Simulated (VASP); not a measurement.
# W (R-3m) in VASP: notebook

The runs below take W through single point, with PBE.

All numbers are computed with VASP 6.6.1; they aren't measurements. Logs are shortened: lines on timing, memory, paths and dates and some standing lists are left out, and cuts for length are marked.

## (1) The cell of the first run

Symmetry: R-3m, No. 166, trigonal system. The conventional cell has a = 4.029 Å, b = 4.029 Å, c = 3.479 Å, α = 90.00°, β = 90.00°, γ = 120.00°. Within 3.4 Å of W (site symmetry -3m) lie 12 W at 2.60 to 3.28 Å.

## (2) Single point, PBE

The input, INCAR:

```
ALGO = Fast
EDIFF = 1E-6
ENCUT = 520
GGA = PE
ISIF = 2
ISMEAR = 0
LASPH = True
LCHARG = False
LREAL = False
LWAVE = False
NBANDS = 13
NELM = 80
PREC = Accurate
SIGMA = 0.15
```

The input, KPOINTS:

```
k-points
0
Gamma
  24 24 24
```

The input, POSCAR:

```
W
1.0
   -1.2297739714      1.6191232596      1.6191232596
    1.6191232596     -1.2297739714      1.6191232596
    1.6191232596      1.6191232596     -1.2297739714
W
1
Direct
    0.0000000000      0.0000000000      0.0000000000
```

Potentials or basis: VASP PAW PBE potentials, release 64 (W_sv).

On the command line:

```bash
$ cat potpaw_PBE.64/W_sv/POTCAR > POTCAR
$ mpirun -np 1 vasp_std > vasp.out
```

OUTCAR:

```text
EDIFF = 1E-6
   ENCUT = 520
   GGA = PE
   ISIF = 2
   ISMEAR = 0
   LASPH = True
   LREAL = False
   NELM = 80
   PREC = Accurate

 ion  position               nearest neighbor table
   1  0.000  0.000  0.000-

  LATTYP: Found a trigonal (rhomboedric) cell.
 ALAT       =     2.5991275998
 COS(alpha) =    -0.2014297014

  Lattice vectors:

 A1 = (  -1.2297739714,   1.6191232596,   1.6191232596)
 A2 = (   1.6191232596,  -1.2297739714,   1.6191232596)
 A3 = (   1.6191232596,   1.6191232596,  -1.2297739714)

Analysis of symmetry for initial positions (statically):
=====================================================================
 Subroutine PRICEL returns:
 Original cell was already a primitive cell.

 Routine SETGRP: Setting up the symmetry group for a
 trigonal (rhombohedral) supercell.

 Subroutine GETGRP returns: Found 12 space group operations
 (whereof 12 operations were pure point group operations)
 out of a pool of 12 trial point group operations.

The static configuration has the point symmetry D_3d.

Analysis of symmetry for dynamics (positions and initial velocities):
=====================================================================
 Subroutine PRICEL returns:
 Original cell was already a primitive cell.

 Routine SETGRP: Setting up the symmetry group for a
 trigonal (rhombohedral) supercell.

 Subroutine GETGRP returns: Found 12 space group operations
 (whereof 12 operations were pure point group operations)
 out of a pool of 12 trial point group operations.

The dynamic configuration has the point symmetry D_3d.

 Subroutine INISYM returns: Found 12 space group operations
 (whereof 12 operations are pure point group operations),
 and found     1 'primitive' translations

----------------------------------------------------------------------------------------

                                     Primitive cell

  volume of cell :      16.3012

  direct lattice vectors                    reciprocal lattice vectors
    -1.229773971  1.619123260  1.619123260    -0.068045076  0.282967937  0.282967937
     1.619123260 -1.229773971  1.619123260     0.282967937 -0.068045076  0.282967937
     1.619123260  1.619123260 -1.229773971     0.282967937  0.282967937 -0.068045076

  length of vectors
     2.599127600  2.599127600  2.599127600     0.405920976  0.405920976  0.405920976

  position of ions in fractional coordinates (direct lattice)
     0.000000000  0.000000000  0.000000000

  ion indices of the primitive-cell ions
   primitive index   ion index
                 1           1

----------------------------------------------------------------------------------------

 KPOINTS: k-points

Automatic generation of k-mesh.
 Grid dimensions read from file:
 generate k-points for:   24   24   24

 Generating k-lattice:

  Cartesian coordinates                     Fractional coordinates (reciprocal lattice)
    -0.002835211  0.011790331  0.011790331     0.041666667  0.000000000  0.000000000
     0.011790331 -0.002835211  0.011790331     0.000000000  0.041666667  0.000000000
     0.011790331  0.011790331 -0.002835211     0.000000000  0.000000000  0.041666667

  Length of vectors
     0.016913374  0.016913374  0.016913374

  Shift w.r.t. Gamma in fractional coordinates (k-lattice)
     0.000000000  0.000000000  0.000000000

 Subroutine IBZKPT returns following result:
 ===========================================

 Found   1313 irreducible k-points:

 Following reciprocal coordinates:
            Coordinates               Weight
  0.000000  0.000000  0.000000      1.000000
  0.041667  0.000000  0.000000      6.000000
  0.083333  0.000000 -0.000000      6.000000
  0.125000  0.000000  0.000000      6.000000
  0.166667 -0.000000 -0.000000      6.000000
  0.208333  0.000000  0.000000      6.000000
[... 16 lines left out ...]
  0.416667  0.041667  0.000000     12.000000
  0.458333  0.041667  0.000000     12.000000
 [... further k-points ...]
   k-points           NKPTS =   1313   k-points in BZ     NKDIM =   1313   number of bands    NBANDS=     13
   number of dos      NEDOS =    301   number of ions     NIONS =      1
   total plane-waves  NPLWV =   8000
   dimension x,y,z NGX =    20 NGY =   20 NGZ =   20
   dimension x,y,z NGXF=    40 NGYF=   40 NGZF=   40
   ions per type =               1
   NGX,Y,Z   is equivalent  to a cutoff of  12.79, 12.79, 12.79 a.u.
   NGXF,Y,Z  is equivalent  to a cutoff of  25.58, 25.58, 25.58 a.u.
 SYSTEM =  unknown system
   PREC   = accura    normal or accurate (medium, high low for compatibility)
   ISTART =      0    job   : 0-new  1-cont  2-samecut
   ICHARG =      2    charge: 1-file 2-atom 10-const
   ISPIN  =      1    spin polarized calculation?
   LNONCOLLINEAR =      F non collinear calculations
   LSORBIT =      F    spin-orbit coupling
   LASPH  =      T    aspherical Exc in radial PAW
   ENCUT  =  520.0 eV  38.22 Ry    6.18 a.u.   4.83  4.83  4.83*2*pi/ulx,y,z
   NELM   =     80;   NELMIN=  2; NELMDL= -5     # of ELM steps
   EDIFF  = 0.1E-05   stopping-criterion for ELM
   LREAL  =      F    real-space projection
   EDIFFG = 0.1E-04   stopping-criterion for IOM
   NSW    =      0    number of steps for IOM
   IBRION =     -1    ionic relax: 0-MD 1-quasi-New 2-CG
   NFREE  =      0    steps in history (QN), initial steepest desc. (CG)
   ISIF   =      2    stress and relaxation
   ISYM   =      2    0-nonsym 1-usesym 2-fastsym
   POTIM  = 0.5000    time-step for ionic-motion
   TEBEG  =    0.0;   TEEND  =   0.0 temperature during run
   PSTRESS=    0.0 pullay stress
   NELECT =      14.0000    total number of electrons
   NUPDOWN=      -1.0000    fix difference up-down
   EMIN   =  10.00;   EMAX   =-10.00  energy-range for DOS
   EFERMI =   0.00;   METHOD = LEGACY
   ISMEAR =     0;   SIGMA  =   0.15  broadening in eV -4-tet -1-fermi 0-gaus
   EFERMI_NEDOS =   21; number of points for ismear=-14 and -15
   IALGO  =     68    algorithm
   IMIX   =      4    mixing-type and parameters
     AMIX     =   0.40;   BMIX     =  1.00
     AMIX_MAG =   1.60;   BMIX_MAG =  1.00
  volume/ion in A,a.u.               =      16.30       110.01
  Fermi-wavevector in a.u.,A,eV,Ry     =   1.556125  2.940649 32.946829  2.421524
  Thomas-Fermi vector in A             =   2.659966
   LORBIT       =      0    0 simple, 1 ext, 2 COOP (PROOUT), +10 PAW based schemes
   GGA     = PE    functional components
   LHFCALC =     F    Hartree Fock is set to
   AEXX    =    0.0000 exact exchange contribution
   IVDW    =     0    specifies the selected vdW correction
   LEPSILON=     F    determine dielectric tensor
   LRPA    =     F    only Hartree local field effects (RPA)
 non-spin polarized calculation
 RMM-DIIS sequential band-by-band and
 Gauss-broadening in eV      SIGMA  =   0.15
  energy-cutoff  :      520.00
  volume of cell :       16.30
 maximum number of plane-waves:       451
   NGX =  9   NGY =  9   NGZ =  9

 number of electron      14.0000005 magnetization

 Free energy of the ion-electron system (eV)
  ---------------------------------------------------
  ext. energy  EPLUGINS =         0.00000000
  ---------------------------------------------------
  free energy    TOTEN  =       -12.16199545 eV

  energy without entropy =      -12.15648367  energy(sigma->0) =      -12.15923956

 E-fermi :  11.1379     XC(G=0): -13.4007

 val. band max:       11.1350222346   @ k =  -0.3333   0.2083   0.0833
 cond. band min:      11.1456594136   @ k =  -0.2917   0.5000   0.2500
 fundamental gap:      0.0106371790
 Fermi energy:        11.1379066939

 k-point     1 :       0.0000    0.0000    0.0000
  band No.  band energies     occupation
      1     -63.1227      2.00000
      2     -26.9093      2.00000
      3     -26.4774      2.00000
      4     -26.4774      2.00000
      5       1.6726      2.00000
      6       7.2100      2.00000
      7       7.2100      2.00000
      8      13.7161      0.00000
      9      15.0494      0.00000
     10      15.0494      0.00000
     11      24.6755      0.00000
     12      24.6755      0.00000
     13      30.4018      0.00000

 k-point     2 :       0.0417    0.0000    0.0000
  band No.  band energies     occupation
      1     -63.1206      2.00000
      2     -26.9162      2.00000
      3     -26.4976      2.00000
      4     -26.4762      2.00000
      5       1.7411      2.00000
      6       7.2153      2.00000
      7       7.2582      2.00000
      8      13.6844      0.00000
      9      14.9926      0.00000
     10      15.0171      0.00000
     11      24.7620      0.00000
     12      24.7969      0.00000
     13      30.4561      0.00000

 k-point     3 :       0.0833    0.0000   -0.0000
  band No.  band energies     occupation
      1     -63.1145      2.00000
      2     -26.9414      2.00000
      3     -26.5514      2.00000
      4     -26.4726      2.00000
      5       1.9412      2.00000
      6       7.2298      2.00000
      7       7.3991      2.00000
      8      13.5888      0.00000
      9      14.8362      0.00000
     10      14.9474      0.00000
     11      25.0053      0.00000
     12      25.0900      0.00000
     13      30.5871      0.00000
[... 305 lines left out ...]
 k-point    23 :       0.4167    0.0417    0.0000
  band No.  band energies     occupation
      1     -63.0050      2.00000
      2     -28.0376      2.00000
      3     -26.7241      2.00000
      4     -26.4263      2.00000
      5       5.0134      2.00000
      6       7.1963      2.00000
      7      10.1757      2.00000
      8      13.4177      0.00000
      9      13.9515      0.00000
     10      15.2614      0.00000
     11      21.2715      0.00000
     12      24.9599      0.00000
     13      29.7649      0.00000

 k-point    24 :       0.4583    0.0417    0.0000
  band No.  band energies     occupation
      1     -62.9990      2.00000
      2     -28.1030      2.00000
      3     -26.7205      2.00000
      4     -26.4213      2.00000
      5       5.1120      2.00000
      6       7.1904      2.00000
      7      10.3621      2.00000
      8      13.3524      0.00000
      9      13.9123      0.00000
     10      15.2965      0.00000
     11      21.4865      0.00000
     12      24.7757      0.00000
     13      29.2409      0.00000

 [... further k-points ...]
[... 5 lines left out ...]
  --------------------------------------------------------------------------------------
  -------------------------------------------------------------------------------------
  Total        1.6162423      1.6162423      1.6162423     -1.7938429     -1.7938429     -1.7938429
  in kB      158.8537955    158.8537955    158.8537955   -176.3094251   -176.3094251   -176.3094251
  external PRESSURE =     158.8537955 kB  Pullay stress =       0.0000000 kB

 VOLUME and BASIS-vectors are now :
 -----------------------------------------------------------------------------
  energy-cutoff  :      520.00
  volume of cell :       16.30
      direct lattice vectors                 reciprocal lattice vectors
    -1.229773971  1.619123260  1.619123260    -0.068045076  0.282967937  0.282967937
     1.619123260 -1.229773971  1.619123260     0.282967937 -0.068045076  0.282967937
     1.619123260  1.619123260 -1.229773971     0.282967937  0.282967937 -0.068045076

 POSITION                                       TOTAL-FORCE (eV/Angst)
 -----------------------------------------------------------------------------------
      0.00000      0.00000      0.00000        -0.000000     -0.000000     -0.000000
 -----------------------------------------------------------------------------------
    total drift:                                0.000000     -0.000000      0.000000

  FREE ENERGIE OF THE ION-ELECTRON SYSTEM (eV)
  ---------------------------------------------------
  free  energy   TOTEN  =       -12.1619954451 eV

  energy  without entropy=      -12.1564836698  energy(sigma->0) =      -12.15923956
```

Wall time 2.9 min (1 thread of Intel Xeon Platinum 8375C at 2.90GHz (Ice Lake), shared host); peak memory 0.35 GiB.

What came out:

```
Free energy            : -12.1620 eV
Pressure               : 15.9 GPa
Band gap on the k mesh : zero (band 7 reaches 12.82 eV, above the bottom of band 8 at 9.72 eV)
```

Stress tensor (GPa, compression positive):
```
 15.89 -17.63 -17.63
-17.63  15.89 -17.63
-17.63 -17.63  15.89
```

Levels at points of the mesh, in eV from the Fermi level:
```csv
k point,band 4,band 5,band 6,band 7,band 8,band 9,band 10,band 11
"(0.00, 0.00, 0.00)",-37.62,-9.47,-3.93,-3.93,2.58,3.91,3.91,13.54
"(0.50, 0.00, 0.00)",-37.54,-6.06,-3.98,-0.66,2.20,2.67,4.22,10.46
"(0.50, 0.50, 0.00)",-37.60,-6.28,-3.78,1.68,2.24,2.63,7.46,8.32
"(0.50, 0.50, 0.50)",-38.56,-5.58,-5.58,-0.78,6.77,7.36,7.36,9.98
```

Caveat: spin-orbit coupling is left out, which moves the levels of the heavy elements.

## (3) Single point, PBE

This run uses another cell than the first one, of the same volume but with other edges.

The input, INCAR:

```
ALGO     = Fast           # electronic algorithm
EDIFF    = 1E-6           # SCF threshold, eV
ENCUT    = 520            # plane-wave cutoff, eV
GGA      = PE             # functional
ISIF     = 2              # what is computed and relaxed
ISMEAR   = 0              # smearing method
LASPH    = T              # aspherical terms in the spheres
LCHARG   = T              # write CHGCAR
LELF     = T              # ELF
LREAL    = F              # projectors in reciprocal space
LVHAR    = T            
LWAVE    = F              # write WAVECAR
NBANDS   = 13             # bands
NELM     = 100            # most SCF steps
PREC     = Accurate       # precision mode
SIGMA    = 0.15           # smearing width, eV
```

KPOINTS is that of step 2.

The input, POSCAR:

```
W
1.0
   -2.1463163662      1.6413007506      1.6413007506
    1.6413007506     -2.1463163662      1.6413007506
    1.6413007506      1.6413007506     -2.1463163662
W
1
Direct
    0.0000000000      0.0000000000      0.0000000000
```

Potentials or basis: VASP PAW PBE potentials, release 64 (W_sv).

On the command line:

```bash
$ cat potpaw_PBE.64/W_sv/POTCAR > POTCAR
$ mpirun -np 1 vasp_std > vasp.out
```

Wall time 3.3 min (1 thread of Intel Xeon Platinum 8375C at 2.90GHz (Ice Lake), shared host); peak memory 0.37 GiB.

It converged, with:

```yaml
Free_energy: -7.7947 eV
Pressure: 110.2 GPa
Band_gap_on_the_k_mesh: zero (band 7 reaches 13.92 eV, above the bottom of band 8 at 8.33 eV)
```

Stress tensor (GPa, compression positive):
```
110.20 133.19 133.19
133.19 110.20 133.19
133.19 133.19 110.20
```

Levels at points of the mesh, in eV from the Fermi level:
| k point | band 4 | band 5 | band 6 | band 7 | band 8 | band 9 | band 10 | band 11 |
| --- | --- | --- | --- | --- | --- | --- | --- | --- |
| (0.00, 0.00, 0.00) | -34.38 | -9.32 | -6.82 | -2.90 | -2.90 | 8.94 | 8.94 | 9.17 |
| (0.50, 0.00, 0.00) | -37.72 | -7.39 | -6.05 | 1.20 | 1.54 | 4.10 | 4.56 | 10.81 |
| (0.50, 0.50, 0.00) | -34.39 | -6.93 | -6.49 | -1.70 | 1.27 | 3.85 | 8.93 | 9.05 |
| (0.50, 0.50, 0.50) | -37.88 | -7.52 | -7.52 | 2.69 | 2.69 | 7.41 | 8.35 | 8.35 |

Caveat: spin-orbit coupling is left out, which moves the levels of the heavy elements.

## (4) Single point, PBE

This run uses another cell than the first one, of the same volume but with other edges.

The input, INCAR:

```
SYSTEM = W
ALGO = Fast
EDIFF = 1E-7
ENCUT = 520
GGA = PE
ISIF = 2
ISMEAR = 0
LASPH = .True.
LCHARG = .False.
LREAL = .False.
LWAVE = .False.
NBANDS = 13
NELM = 80
PREC = Accurate
SIGMA = 0.15
```

The input, KPOINTS:

```
k-points
0
Gamma
  24 24 24
  0 0 0
```

The input, POSCAR:

```
W
1.0
   -1.7705280660      1.6019063455      1.6019063455
    1.6019063455     -1.7705280660      1.6019063455
    1.6019063455      1.6019063455     -1.7705280660
W
1
Direct
    0.0000000000      0.0000000000      0.0000000000
```

On the command line:

```bash
$ cat potpaw_PBE.64/W_sv/POTCAR > POTCAR
$ mpirun -np 1 vasp_std > vasp.out
```

It took 3.4 min on 1 thread of Intel Xeon Platinum 8375C at 2.90GHz (Ice Lake), shared host; peak memory 0.37 GiB.

Results (log left out):

```yaml
Free_energy: -12.6260 eV
Pressure: 5.0 GPa
Band_gap_on_the_k_mesh: zero (band 7 reaches 14.92 eV, above the bottom of band 8 at 10.14 eV)
```

Stress tensor (GPa, compression positive):
```
 5.03 22.76 22.76
22.76  5.03 22.76
22.76 22.76  5.03
```

Levels at points of the mesh, in eV from the Fermi level:
```
           k point  band 5  band 6  band 7  band 8  band 9  band 10
(0.00, 0.00, 0.00)   -9.49   -3.14   -0.96   -0.96    3.04     3.04
(0.50, 0.00, 0.00)   -6.03   -3.30    1.44    1.56    1.88     5.75
(0.50, 0.50, 0.00)   -6.30   -4.13   -0.27    3.28    3.80     5.30
(0.50, 0.50, 0.50)   -5.73   -5.73    3.82    3.82    6.59     7.59
```

Caveat: spin-orbit coupling is left out, which moves the levels of the heavy elements.

## (5) Single point, PBE

This run uses another cell than the first one, of the same volume but with other edges.

The input, INCAR:

```
SYSTEM = W
PREC = Accurate
ENCUT = 520
EDIFF = 1E-6
ISMEAR = 0
SIGMA = 0.15
LREAL = .False.
LASPH = .True.
NELM = 100
ALGO = Fast
ISIF = 2
LWAVE = .False.
LCHARG = .False.
GGA = PE
NBANDS = 13
```

The input, KPOINTS:

```
Automatic mesh
0
Gamma
  24 24 24
  0 0 0
```

The input, POSCAR:

```
W
1.0
   -1.4029090590      1.6033246389      1.6033246389
    1.6033246389     -1.4029090590      1.6033246389
    1.6033246389      1.6033246389     -1.4029090590
W
1
Direct
    0.0000000000      0.0000000000      0.0000000000
```

On the command line:

```bash
$ cat potpaw_PBE.64/W_sv/POTCAR > POTCAR
$ mpirun -np 1 vasp_std > vasp.out
```

Wall time 2.4 min (1 thread of Intel Xeon Platinum 8375C at 2.90GHz (Ice Lake), shared host); peak memory 0.35 GiB.

It converged, with:

```
Free energy            : -12.7029 eV
Pressure               : 3.9 GPa
Band gap on the k mesh : zero (band 7 reaches 13.03 eV, above the bottom of band 8 at 10.16 eV)
```

Stress tensor (GPa, compression positive):
```
  3.92 -12.86 -12.86
-12.86   3.92 -12.86
-12.86 -12.86   3.92
```

Levels at points of the mesh, in eV from the Fermi level:
| k point | band 3 | band 4 | band 5 | band 6 | band 7 | band 8 | band 9 | band 10 | band 11 | band 12 |
| --- | --- | --- | --- | --- | --- | --- | --- | --- | --- | --- |
| (0.00, 0.00, 0.00) | -37.80 | -37.80 | -9.60 | -2.75 | -2.75 | 0.71 | 2.73 | 2.73 | 13.49 | 13.49 |
| (0.50, 0.00, 0.00) | -38.14 | -37.80 | -6.29 | -3.89 | -0.35 | 2.73 | 3.25 | 4.18 | 10.11 | 12.36 |
| (0.50, 0.50, 0.00) | -38.66 | -37.89 | -6.20 | -3.67 | 1.50 | 1.78 | 2.05 | 6.60 | 9.80 | 12.01 |
| (0.50, 0.50, 0.50) | -38.97 | -38.62 | -5.76 | -5.76 | 1.79 | 6.15 | 6.15 | 6.95 | 8.79 | 8.79 |

Caveat: spin-orbit coupling is left out, which moves the levels of the heavy elements.

## (6) Summary

```tsv
cell	further INCAR settings	gap on the mesh (eV)	pressure (GPa)
a = 2.599 Å, angles 101.6°, 1 atom	ALGO = Fast; EDIFF = 1e-06; NBANDS = 13	none	15.9
a = 3.161 Å, angles 115.8°, 1 atom	ALGO = Fast; EDIFF = 1e-06; NBANDS = 13	none	110.2
a = 2.875 Å, angles 112.1°, 1 atom	ALGO = Fast; EDIFF = 1e-07; NBANDS = 13	none	5.0
a = 2.666 Å, angles 105.7°, 1 atom	ALGO = Fast; EDIFF = 1e-06; NBANDS = 13	none	3.9
```

Alike in all rows: task single point; level PBE; potentials or basis VASP PAW PBE potentials, release 64 (W_sv); no spin polarisation; k mesh 24 × 24 × 24; cutoff (eV) 520; smearing gaussian 0.15 eV.

Caveats: spin-orbit coupling is left out, which moves the levels of the heavy elements.

Total energies depend on the potentials used, so only differences within one code and one set of settings carry meaning.
